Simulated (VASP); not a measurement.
# Sn (Fd-3m) in VASP: further runs

The runs below take Sn through single point, with LDA.

Program: VASP 6.6.1. These are calculated values, not measurements. Logs are shortened: lines on timing, memory, paths and dates and some standing lists are left out, and cuts for length are marked.

## 1. The cell of the first run

It takes space group Fd-3m (No. 227, cubic). Conventional cell: a = 6.476 Å, b = 6.476 Å, c = 6.476 Å, α = 90.00°, β = 90.00°, γ = 90.00°. Sn (site symmetry -43m) has 4 Sn at 2.80 Å within 3.7 Å.

## 2. Single point, LDA

File INCAR:

```
SYSTEM = Sn
  PREC = Accurate
  ENCUT = 520
  EDIFF = 1E-6
  ISMEAR = 0
  SIGMA = 0.6
  LREAL = .FALSE.
  LASPH = .TRUE.
  NELM = 60
  ALGO = Normal
  ISIF = 2
  LWAVE = .FALSE.
  LCHARG = .TRUE.
  LELF = .TRUE.
  LVHAR = .TRUE.
  NBANDS = 21
```

File KPOINTS:

```
Automatic mesh
0
G
  9 9 9
  0 0 0
```

File POSCAR:

```
Sn
1.0
    0.0000000000      3.2380799619      3.2380799619
    3.2380799619      0.0000000000      3.2380799619
    3.2380799619      3.2380799619      0.0000000000
Sn
2
Direct
    0.5000000000      0.5000000000      0.5000000000
    0.7500000000      0.7500000000      0.7500000000
```

Potentials or basis: VASP PAW LDA potentials, release 64 (Sn_d).

Launch:

```
cat potpaw_LDA.64/Sn_d/POTCAR > POTCAR
mpirun -np 1 vasp_std > vasp.out
```

OUTCAR:

```text
SYSTEM = Sn
   PREC = Accurate
   ENCUT = 520
   EDIFF = 1E-6
   ISMEAR = 0
   LREAL = .FALSE.
   LASPH = .TRUE.
   NELM = 60
   ISIF = 2

 ion  position               nearest neighbor table
   1  0.500  0.500  0.500-   2 2.80   2 2.80   2 2.80   2 2.80
   2  0.750  0.750  0.750-   1 2.80   1 2.80   1 2.80   1 2.80

  LATTYP: Found a face centered cubic cell.
 ALAT       =     6.4761599238

  Lattice vectors:

 A1 = (   0.0000000000,   3.2380799619,   3.2380799619)
 A2 = (   3.2380799619,   0.0000000000,   3.2380799619)
 A3 = (   3.2380799619,   3.2380799619,   0.0000000000)

Analysis of symmetry for initial positions (statically):
=====================================================================
 Subroutine PRICEL returns:
 Original cell was already a primitive cell.

 Routine SETGRP: Setting up the symmetry group for a
 face centered cubic supercell.

 Subroutine GETGRP returns: Found 48 space group operations
 (whereof 24 operations were pure point group operations)
 out of a pool of 48 trial point group operations.

The static configuration has the point symmetry T_d .
 The point group associated with its full space group is O_h .

Analysis of symmetry for dynamics (positions and initial velocities):
=====================================================================
 Subroutine PRICEL returns:
 Original cell was already a primitive cell.

 Routine SETGRP: Setting up the symmetry group for a
 face centered cubic supercell.

 Subroutine GETGRP returns: Found 48 space group operations
 (whereof 24 operations were pure point group operations)
 out of a pool of 48 trial point group operations.

The dynamic configuration has the point symmetry T_d .
 The point group associated with its full space group is O_h .

 Subroutine INISYM returns: Found 48 space group operations
 (whereof 24 operations are pure point group operations),
 and found     1 'primitive' translations

----------------------------------------------------------------------------------------

                                     Primitive cell

  volume of cell :      67.9036

  direct lattice vectors                    reciprocal lattice vectors
     0.000000000  3.238079962  3.238079962    -0.154412493  0.154412493  0.154412493
     3.238079962  0.000000000  3.238079962     0.154412493 -0.154412493  0.154412493
     3.238079962  3.238079962  0.000000000     0.154412493  0.154412493 -0.154412493

  length of vectors
     4.579336598  4.579336598  4.579336598     0.267450283  0.267450283  0.267450283

  position of ions in fractional coordinates (direct lattice)
     0.500000000  0.500000000  0.500000000
     0.750000000  0.750000000  0.750000000

  ion indices of the primitive-cell ions
   primitive index   ion index
                 1           1
                 2           2

----------------------------------------------------------------------------------------

 KPOINTS: Automatic mesh

Automatic generation of k-mesh.
 Grid dimensions read from file:
 generate k-points for:    9    9    9

 Generating k-lattice:

  Cartesian coordinates                     Fractional coordinates (reciprocal lattice)
    -0.017156944  0.017156944  0.017156944     0.111111111  0.000000000  0.000000000
     0.017156944 -0.017156944  0.017156944     0.000000000  0.111111111  0.000000000
     0.017156944  0.017156944 -0.017156944     0.000000000  0.000000000  0.111111111

  Length of vectors
     0.029716698  0.029716698  0.029716698

  Shift w.r.t. Gamma in fractional coordinates (k-lattice)
     0.000000000  0.000000000  0.000000000

 Subroutine IBZKPT returns following result:
 ===========================================

 Found     35 irreducible k-points:

 Following reciprocal coordinates:
            Coordinates               Weight
  0.000000  0.000000  0.000000      1.000000
  0.111111  0.000000  0.000000      8.000000
  0.222222  0.000000  0.000000      8.000000
  0.333333  0.000000  0.000000      8.000000
  0.444444  0.000000  0.000000      8.000000
  0.111111  0.111111  0.000000      6.000000
[... 16 lines left out ...]
 -0.333333  0.333333  0.000000     12.000000
  0.444444  0.444444  0.000000      6.000000
 [... further k-points ...]
   k-points           NKPTS =     35   k-points in BZ     NKDIM =     35   number of bands    NBANDS=     21
   number of dos      NEDOS =    301   number of ions     NIONS =      2
   total plane-waves  NPLWV =  46656
   dimension x,y,z NGX =    36 NGY =   36 NGZ =   36
   dimension x,y,z NGXF=    72 NGYF=   72 NGZF=   72
   ions per type =               2
   NGX,Y,Z   is equivalent  to a cutoff of  13.07, 13.07, 13.07 a.u.
   NGXF,Y,Z  is equivalent  to a cutoff of  26.14, 26.14, 26.14 a.u.
 SYSTEM =  Sn
   PREC   = accura    normal or accurate (medium, high low for compatibility)
   ISTART =      0    job   : 0-new  1-cont  2-samecut
   ICHARG =      2    charge: 1-file 2-atom 10-const
   ISPIN  =      1    spin polarized calculation?
   LNONCOLLINEAR =      F non collinear calculations
   LSORBIT =      F    spin-orbit coupling
   LASPH  =      T    aspherical Exc in radial PAW
   ENCUT  =  520.0 eV  38.22 Ry    6.18 a.u.   8.51  8.51  8.51*2*pi/ulx,y,z
   NELM   =     60;   NELMIN=  2; NELMDL= -5     # of ELM steps
   EDIFF  = 0.1E-05   stopping-criterion for ELM
   LREAL  =      F    real-space projection
   EDIFFG = 0.1E-04   stopping-criterion for IOM
   NSW    =      0    number of steps for IOM
   IBRION =     -1    ionic relax: 0-MD 1-quasi-New 2-CG
   NFREE  =      0    steps in history (QN), initial steepest desc. (CG)
   ISIF   =      2    stress and relaxation
   ISYM   =      2    0-nonsym 1-usesym 2-fastsym
   POTIM  = 0.5000    time-step for ionic-motion
   TEBEG  =    0.0;   TEEND  =   0.0 temperature during run
   PSTRESS=    0.0 pullay stress
   NELECT =      28.0000    total number of electrons
   NUPDOWN=      -1.0000    fix difference up-down
   EMIN   =  10.00;   EMAX   =-10.00  energy-range for DOS
   EFERMI =   0.00;   METHOD = LEGACY
   ISMEAR =     0;   SIGMA  =   0.60  broadening in eV -4-tet -1-fermi 0-gaus
   EFERMI_NEDOS =   21; number of points for ismear=-14 and -15
   IALGO  =     38    algorithm
   IMIX   =      4    mixing-type and parameters
     AMIX     =   0.40;   BMIX     =  1.00
     AMIX_MAG =   1.60;   BMIX_MAG =  1.00
  volume/ion in A,a.u.               =      33.95       229.12
  Fermi-wavevector in a.u.,A,eV,Ry     =   1.218512  2.302654 20.201555  1.484772
  Thomas-Fermi vector in A             =   2.353796
   LORBIT       =      0    0 simple, 1 ext, 2 COOP (PROOUT), +10 PAW based schemes
   GGA     = CA    functional components
   LHFCALC =     F    Hartree Fock is set to
   AEXX    =    0.0000 exact exchange contribution
   IVDW    =     0    specifies the selected vdW correction
   LEPSILON=     F    determine dielectric tensor
   LRPA    =     F    only Hartree local field effects (RPA)
 non-spin polarized calculation
 Gauss-broadening in eV      SIGMA  =   0.60
  energy-cutoff  :      520.00
  volume of cell :       67.90
 maximum number of plane-waves:      1853
 NGX is ok and might be reduce to    36
   NGX = 17   NGY = 17   NGZ = 17

 number of electron      28.0000006 magnetization

 Free energy of the ion-electron system (eV)
  ---------------------------------------------------
  ext. energy  EPLUGINS =         0.00000000
  ---------------------------------------------------
  free energy    TOTEN  =        -8.95917858 eV

  energy without entropy =       -8.90916501  energy(sigma->0) =       -8.93417180

 E-fermi :   5.4571     XC(G=0):  -9.2233

 val. band max:        5.3602935415   @ k =   0.4444   0.0000   0.0000
 cond. band min:       5.5137495946   @ k =   0.0000   0.0000   0.0000
 fundamental gap:      0.1534560532
 Fermi energy:         5.4570573591

 k-point     1 :       0.0000    0.0000    0.0000
  band No.  band energies     occupation
      1     -16.1980      2.00000
      2     -16.1980      2.00000
      3     -16.1980      2.00000
      4     -16.1353      2.00000
      5     -16.1353      2.00000
      6     -15.8181      2.00000
[... 13 lines left out ...]
     20      13.4859      0.00000
     21      13.4859      0.00000

 k-point     2 :       0.1111    0.0000    0.0000
  band No.  band energies     occupation
      1     -16.2072      2.00000
      2     -16.2072      2.00000
      3     -16.1949      2.00000
      4     -16.1225      2.00000
      5     -16.1225      2.00000
      6     -15.8372      2.00000
[... 13 lines left out ...]
     20      12.6300      0.00000
     21      12.6300      0.00000

 k-point     3 :       0.2222    0.0000    0.0000
  band No.  band energies     occupation
      1     -16.2213      2.00000
      2     -16.2213      2.00000
      3     -16.1870      2.00000
      4     -16.0998      2.00000
      5     -16.0998      2.00000
      6     -15.8581      2.00000
[... 13 lines left out ...]
     20      12.2898      0.00000
     21      12.2898      0.00000

 k-point     4 :       0.3333    0.0000    0.0000
  band No.  band energies     occupation
      1     -16.2306      2.00000
      2     -16.2306      2.00000
      3     -16.1776      2.00000
      4     -16.0821      2.00000
      5     -16.0821      2.00000
      6     -15.8720      2.00000
[... 13 lines left out ...]
     20      12.7822      0.00000
     21      12.7822      0.00000

 k-point     5 :       0.4444    0.0000    0.0000
  band No.  band energies     occupation
      1     -16.2347      2.00000
      2     -16.2347      2.00000
      3     -16.1713      2.00000
      4     -16.0740      2.00000
      5     -16.0740      2.00000
      6     -15.8778      2.00000
[... 13 lines left out ...]
     20      13.8756      0.00000
     21      13.8756      0.00000

 k-point     6 :       0.1111    0.1111    0.0000
  band No.  band energies     occupation
      1     -16.2051      2.00000
      2     -16.2051      2.00000
      3     -16.2049      2.00000
      4     -16.1252      2.00000
      5     -16.1091      2.00000
      6     -15.8645      2.00000
[... 13 lines left out ...]
     20      11.7334      0.00000
     21      13.6223      0.00000

 k-point     7 :       0.2222    0.1111    0.0000
  band No.  band energies     occupation
      1     -16.2234      2.00000
      2     -16.2159      2.00000
      3     -16.1939      2.00000
      4     -16.1080      2.00000
      5     -16.0837      2.00000
      6     -15.8922      2.00000
[... 13 lines left out ...]
     20      12.1079      0.00000
     21      13.1895      0.00000
[... 291 lines left out ...]
      1     -16.2389      2.00000
      2     -16.2389      2.00000
      3     -16.1829      2.00000
      4     -16.0518      2.00000
      5     -16.0070      2.00000
      6     -15.9862      2.00000
[... 13 lines left out ...]
     20      14.7060      0.00000
     21      14.7224      0.00000

 k-point    21 :       0.4444    0.3333    0.0000
  band No.  band energies     occupation
      1     -16.2539      2.00000
      2     -16.2454      2.00000
      3     -16.1525      2.00000
      4     -16.0339      2.00000
      5     -16.0261      2.00000
      6     -15.9599      2.00000
[... 13 lines left out ...]
     20      14.7578      0.00000
     21      15.2530      0.00000

 k-point    22 :      -0.4444    0.3333    0.0000
  band No.  band energies     occupation
      1     -16.2699      2.00000
      2     -16.2497      2.00000
      3     -16.1187      2.00000
      4     -16.0279      2.00000
      5     -16.0022      2.00000
      6     -15.9631      2.00000
[... 13 lines left out ...]
     20      14.0270      0.00000
     21      15.6989      0.00000

 k-point    23 :      -0.3333    0.3333    0.0000
  band No.  band energies     occupation
      1     -16.2746      2.00000
      2     -16.2507      2.00000
      3     -16.1113      2.00000
      4     -16.0078      2.00000
      5     -15.9991      2.00000
      6     -15.9783      2.00000
[... 13 lines left out ...]
     20      12.8243      0.00000
     21      16.0307      0.00000

 k-point    24 :       0.4444    0.4444    0.0000
  band No.  band energies     occupation
      1     -16.2492      2.00000
      2     -16.2492      2.00000
      3     -16.1401      2.00000
      4     -16.0793      2.00000
      5     -15.9978      2.00000
      6     -15.9409      2.00000
[... 13 lines left out ...]
     20      15.2362      0.00000
     21      15.6950      0.00000

 [... further k-points ...]
[... 5 lines left out ...]
  --------------------------------------------------------------------------------------
  -------------------------------------------------------------------------------------
  Total        0.0520553      0.0520553      0.0520553      0.0000000      0.0000000     -0.0000000
  in kB        1.2282381      1.2282381      1.2282381      0.0000000      0.0000000     -0.0000000
  external PRESSURE =       1.2282381 kB  Pullay stress =       0.0000000 kB

 VOLUME and BASIS-vectors are now :
 -----------------------------------------------------------------------------
  energy-cutoff  :      520.00
  volume of cell :       67.90
      direct lattice vectors                 reciprocal lattice vectors
     0.000000000  3.238079962  3.238079962    -0.154412493  0.154412493  0.154412493
     3.238079962  0.000000000  3.238079962     0.154412493 -0.154412493  0.154412493
     3.238079962  3.238079962  0.000000000     0.154412493  0.154412493 -0.154412493

 POSITION                                       TOTAL-FORCE (eV/Angst)
 -----------------------------------------------------------------------------------
      3.23808      3.23808      3.23808         0.000000      0.000000      0.000000
      4.85712      4.85712      4.85712        -0.000000     -0.000000     -0.000000
 -----------------------------------------------------------------------------------
    total drift:                                0.000000      0.000000      0.000000

  FREE ENERGIE OF THE ION-ELECTRON SYSTEM (eV)
  ---------------------------------------------------
  free  energy   TOTEN  =        -8.9591785825 eV

  energy  without entropy=       -8.9091650120  energy(sigma->0) =       -8.93417180
```

Wall time 40 s (1 thread of Intel Xeon Platinum 8488C (Sapphire Rapids), shared host); peak memory 0.18 GiB.

Results:

| Quantity | Value |
| --- | --- |
| Free energy | -8.9592 eV |
| Pressure | 0.1 GPa |
| Band gap on the k mesh | zero (band 14 reaches 5.51 eV, above the bottom of band 15 at 5.36 eV) |

Caveat: spin-orbit coupling is left out, which moves the levels of the heavy elements.

## 3. Single point, LDA

INCAR, as its differences from that of step 2:

```diff
@@ -3,8 +3,8 @@
   ENCUT = 520
-  EDIFF = 1E-6
+  EDIFF = 1E-7
   ISMEAR = 0
-  SIGMA = 0.6
+  SIGMA = 1.0
   LREAL = .FALSE.
   LASPH = .TRUE.
-  NELM = 60
+  NELM = 80
   ALGO = Normal
```

File KPOINTS:

```
regular mesh
0
G
  9 9 9
  0 0 0
```

POSCAR is that of step 2.

Potentials or basis: VASP PAW LDA potentials, release 64 (Sn_d).

Launch:

```
cat potpaw_LDA.64/Sn_d/POTCAR > POTCAR
mpirun -np 1 vasp_std > vasp.out
```

It took 41 s on 1 thread of Intel Xeon Platinum 8488C (Sapphire Rapids), shared host; peak memory 0.18 GiB.

The run converged. Its results:

```yaml
Free_energy: -9.0232 eV
Pressure: 0.5 GPa
Band_gap_on_the_k_mesh: zero (band 14 reaches 5.50 eV, above the bottom of band 15 at 5.35 eV)
```

Levels at points of the mesh, in eV from the Fermi level:
```
           k point  band 12  band 13  band 14  band 15  band 16  band 17
(0.00, 0.00, 0.00)    -0.76     0.08     0.08     0.08     2.15     2.15
```

Caveat: spin-orbit coupling is left out, which moves the levels of the heavy elements.
